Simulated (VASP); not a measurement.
Here is a VASP 6.6.1 calculation.

The input INCAR:

```
SYSTEM = Pb2O
ALGO = Normal
EDIFF = 1E-6
ENCUT = 600
GGA = PE
GGA_COMPAT = .False.
ISIF = 2
ISMEAR = -1
LASPH = .True.
LCHARG = .False.
LREAL = .False.
LWAVE = .False.
NBANDS = 24
NELM = 120
PREC = Accurate
SIGMA = 0.06122561905347299
```

File KPOINTS:

```
k-points
0
Gamma
  29 29 29
  0 0 0
```

The input POSCAR:

```
Pb2O
1.0
    0.0000000000      3.2541605862      3.2541605862
    3.2541605862      0.0000000000      3.2541605862
    3.2541605862      3.2541605862      0.0000000000
Pb O
2 1
Direct
    0.2500000000      0.2500000000      0.2500000000
    0.7500000000      0.7500000000      0.7500000000
    0.0000000000      0.0000000000      0.0000000000
```

Potentials or basis: VASP PAW PBE potentials, release 64 (Pb_d, O).

Run with:

```sh
$ cat potpaw_PBE.64/Pb_d/POTCAR potpaw_PBE.64/O/POTCAR > POTCAR
$ mpirun -np 1 vasp_std > vasp.out
```

Task: Estimate the band gap on the k mesh.

Result: Zero (bands 17 and 18 overlap by 1.44 eV).

Task: Predict the pressure.

Result: 1.0 GPa.

Caveat: spin-orbit coupling is left out, which moves the levels of the heavy elements.
